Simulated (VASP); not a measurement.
Write the native input for VASP 6.6.1 that does the following.

| Quantity | Value |
| --- | --- |
| Task | single point |
| Functional | PBE |
| Potentials or basis | VASP PAW PBE potentials, release 64 (Co, O) |
| Cutoff | 520 eV |
| k mesh | 16 × 16 × 16 |
| Occupations | fermi-dirac, width 0.05 eV |
| Spin | collinear spin, ferromagnetic start |
| Starting moments | [2.0, 0.0] μB |
| Dipole correction | no |
| Further INCAR settings | ALGO = Normal; EDIFF = 1e-06; NBANDS = 18 |

The structure of CoO lies in POSCAR:

```
CoO
1.0
    0.0000000000      2.1315000000      2.1528150000
    2.1315000000      0.0000000000      2.1528150000
    2.1315000000      2.1315000000      0.0000000000
Co O
1 1
Direct
    0.0000000000      0.0000000000      0.0000000000
    0.5000000000      0.5000000000      0.5000000000
```

This cell differs from its parent crystal: zz strain of +1 %.

The input as run:

INCAR

```
SYSTEM = CoO
PREC     = Accurate       ! precision mode
ENCUT    = 520            ! plane-wave cutoff, eV
EDIFF    = 1E-6           ! SCF threshold, eV
ISMEAR   = -1             ! smearing method
SIGMA    = 0.05           ! smearing width, eV
LREAL    = .False.        ! projectors in reciprocal space
LASPH    = .True.         ! aspherical terms in the spheres
NELM     = 150            ! most SCF steps
ALGO     = Normal         ! electronic algorithm
ISIF     = 2              ! what is computed and relaxed
LWAVE    = .False.        ! write WAVECAR
LCHARG   = .False.        ! write CHGCAR
ISPIN    = 2              ! spin polarisation
MAGMOM   = 2 0            ! initial moments
LORBIT   = 11             ! projections on sites
LMAXMIX  = 4              ! l up to which the mixer works
GGA      = PE             ! functional
NBANDS   = 18             ! bands
```

KPOINTS

```
regular mesh
0
Gamma
  16 16 16
  0 0 0
```

Potentials or basis: VASP PAW PBE potentials, release 64 (Co, O).

Launch:

```bash
$ cat potpaw_PBE.64/Co/POTCAR potpaw_PBE.64/O/POTCAR > POTCAR
$ mpirun -np 1 vasp_std > vasp.out
```

Results of the run:

| Property | Result |
| --- | --- |
| Pressure | -3.8 GPa |
| Net moment | 2.93 μB per cell |
| Site moments | Co +2.57; O +0.30 μB |
| Valence electrons inside the program's atomic spheres | Co 7.77; O 4.97 |

Caveat: the cell differs from its parent crystal (zz strain of +1 %); a cell with one magnetic atom can't hold antiferromagnetic order, which such compounds often take.

It took 100 s on 1 thread of Intel(R) Xeon(R) 6975P-C (Granite Rapids), on a shared host, peak memory 0.3 GiB.
